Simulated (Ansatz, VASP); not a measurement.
## MgSi2N2 in VASP and in Ansatz

```
Mg Si N
1.0
     3.40027    0.00000    0.00000
    -1.70014    2.94472    0.00000
     0.00000    0.00000    6.96134
Mg Si N
1 2 2
Direct
  0.00000 0.00000 0.00000
  0.33333 0.66667 0.39622
  0.66667 0.33333 0.60378
  0.33333 0.66667 0.16275
  0.66667 0.33333 0.83725
```

Alike in both runs: functional PBE; k mesh 6 × 6 × 4; occupations gaussian, width 0.1 eV; no spin polarisation.

Ansatz relaxed the structure, and its values are those at the end. VASP's run is a single point on that final structure, the one shown.

```csv
,VASP,Ansatz
version,VASP 6.6.1,Ansatz 0.2.0
potentials or method,"VASP PAW PBE potentials, release 64 (Mg, Si, N), cutoff 520 eV","scalar-relativistic, plane waves, PAW"
valence electrons in the cell,20,28
```

Ansatz gave:

```
gap on the k mesh at the Fermi level (eV) : none
pressure (GPa)                            : 0.0
rms of the force components (eV/Å)        : 0.006
```

Task: Estimate VASP's values.

Result: gap on the k mesh at the Fermi level (eV): none; pressure (GPa): -0.1; rms of the force components (eV/Å): 0.037.

A gap of «none» marks a metal or a gap that the smearing closes. The functional is the same, so the differences come from potentials, cutoffs and numerics. VASP's potentials hold 20 valence electrons a cell and Ansatz's 28, so a difference there can come from the potentials and not from the codes.
